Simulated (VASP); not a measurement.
Write the native input for VASP 6.6.1 that does the following.

- Task: single point
- Functional: PBE
- Potentials or basis: VASP PAW PBE potentials, release 64 (B, N)
- Cutoff: 520 eV
- k mesh: 14 × 14 × 14
- Occupations: fermi-dirac, width 0.02 eV
- Spin: no spin polarisation
- Dipole correction: no
- Further INCAR settings: ALGO = Normal; EDIFF = 1e-06; NBANDS = 11

The structure of BN (Qingsongite) lies in POSCAR:

```
BN
1.0
    0.0000000000      1.8194705475      1.8194705475
    1.8194705475      0.0000000000      1.8194705475
    1.8194705475      1.8194705475      0.0000000000
B N
1 1
Direct
    0.0000000000      0.0000000000      0.0000000000
    0.2500000000      0.2500000000      0.2500000000
```

This cell differs from its parent crystal: volume scaled by 1.02, then relaxed in part.

One way to write it, as run:

INCAR

```
SYSTEM = BN
  ALGO = Normal
  EDIFF = 1E-6
  ENCUT = 520
  GGA = PE
  ISIF = 2
  ISMEAR = -1
  LASPH = .True.
  LCHARG = .False.
  LREAL = .False.
  LWAVE = .False.
  NBANDS = 11
  NELM = 60
  PREC = Accurate
  SIGMA = 0.02
```

KPOINTS

```
k-points
0
Gamma
  14 14 14
  0 0 0
```

Potentials or basis: VASP PAW PBE potentials, release 64 (B, N).

Command:

```bash
$ cat potpaw_PBE.64/B/POTCAR potpaw_PBE.64/N/POTCAR > POTCAR
$ mpirun -np 1 vasp_std > vasp.out
```

Results of the run:

| Quantity | Value |
| --- | --- |
| Pressure | -4.1 GPa |
| Band gap on the k mesh | 4.44 eV, indirect (least direct gap 8.73 eV) |

Wall time 7.4 s on 1 thread of Intel(R) Xeon(R) Platinum 8488C (Sapphire Rapids), on a shared host, peak memory 0.12 GiB.
